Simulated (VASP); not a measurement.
CaSe: single point with LDA

Crystal: CaSe.

```
Ca Se
1.0
     0.00000    2.78170    3.33804
     2.78170    0.00000    3.33804
     2.78170    2.78170    0.00000
Ca Se
1 1
Direct
  0.00000 0.00000 0.00000
  0.50000 0.50000 0.50000
```

This cell differs from its parent crystal: ratio of the length along z to the lengths across it x 1.2, volume and fractional coordinates fixed.

```
Program                : VASP 6.6.1
Task                   : single point
Functional             : LDA
Potentials or basis    : VASP PAW LDA potentials, release 64 (Ca_sv, Se)
Cutoff                 : 520 eV
k mesh                 : 10 × 10 × 10
Occupations            : gaussian, width 0.05 eV
Spin                   : no spin polarisation
Dipole correction      : no
Further INCAR settings : ALGO = Normal; EDIFF = 1e-06; NBANDS = 15
```

```json
{
  "Pressure": "0.8 GPa",
  "Band gap on the k mesh": "1.84 eV (least direct gap 2.28 eV)"
}
```

Stress tensor (GPa, compression positive):
```
 4.89  0.00  0.00
 0.00  4.89  0.00
 0.00  0.00 -7.45
```

Levels at points of the mesh, in eV from the valence-band top:
| k point | band 6 | band 7 | band 8 | band 9 | band 10 | band 11 |
| --- | --- | --- | --- | --- | --- | --- |
| (0.00, 0.00, 0.00) | -0.20 | 0.00 | 0.00 | 2.28 | 2.77 | 3.98 |
| (0.50, 0.00, 0.00) | -3.46 | -1.46 | -1.34 | 4.15 | 5.31 | 5.47 |
| (0.50, 0.50, 0.00) | -2.86 | -0.55 | -0.55 | 1.84 | 4.76 | 5.33 |
| (0.50, 0.00, 0.50) | -2.40 | -1.38 | -0.92 | 1.86 | 4.41 | 5.27 |

Wall time 20 s on 1 thread of Intel(R) Xeon(R) 6975P-C (Granite Rapids), on a shared host, peak memory 0.22 GiB.

Caveat: the stress differs along the axes, from -7 to 5 GPa. A k mesh can miss the band edges.
